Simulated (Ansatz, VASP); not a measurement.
One calculation of Cs2SnI6, two programs

```
Cs Sn I
1.0
     0.00000    5.96026    5.96026
     5.96026    0.00000    5.96026
     5.96026    5.96026    0.00000
Cs Sn I
2 1 6
Direct
  0.25000 0.25000 0.25000
  0.75000 0.75000 0.75000
  0.00000 0.00000 0.00000
  0.24165 0.75835 0.75835
  0.24165 0.75835 0.24165
  0.75835 0.24165 0.75835
  0.75835 0.24165 0.24165
  0.75835 0.75835 0.24165
  0.24165 0.24165 0.75835
```

Alike in both runs: task single point; functional PBE; k mesh 4 × 4 × 4; no spin polarisation.

```csv
,VASP,Ansatz
version,VASP 6.6.1,Ansatz 0.2.0
potentials or method,"VASP PAW PBE potentials, release 64 (Cs_sv, Sn_d, I)","plane waves, PAW"
plane-wave cutoff (eV),500,420
occupations,"gaussian, width 0.01 eV",fixed
valence electrons in the cell,74,134
```

|  | VASP | Ansatz | Ansatz less VASP |
| --- | --- | --- | --- |
| gap on the k mesh at the Fermi level (eV) | 0.30 | 0.30 | -0.005 |
| pressure (GPa) | 0.6 | 0.5 | -0.01 |
| rms of the force components (eV/Å) | 0.078 | 0.078 | -0.0002 |

Atom by atom the forces differ by 0.000 eV/Å (rms over components). VASP's potentials hold 74 valence electrons a cell and Ansatz's 134, so a difference there can come from the potentials and not from the codes.

Spin-orbit coupling is off throughout.
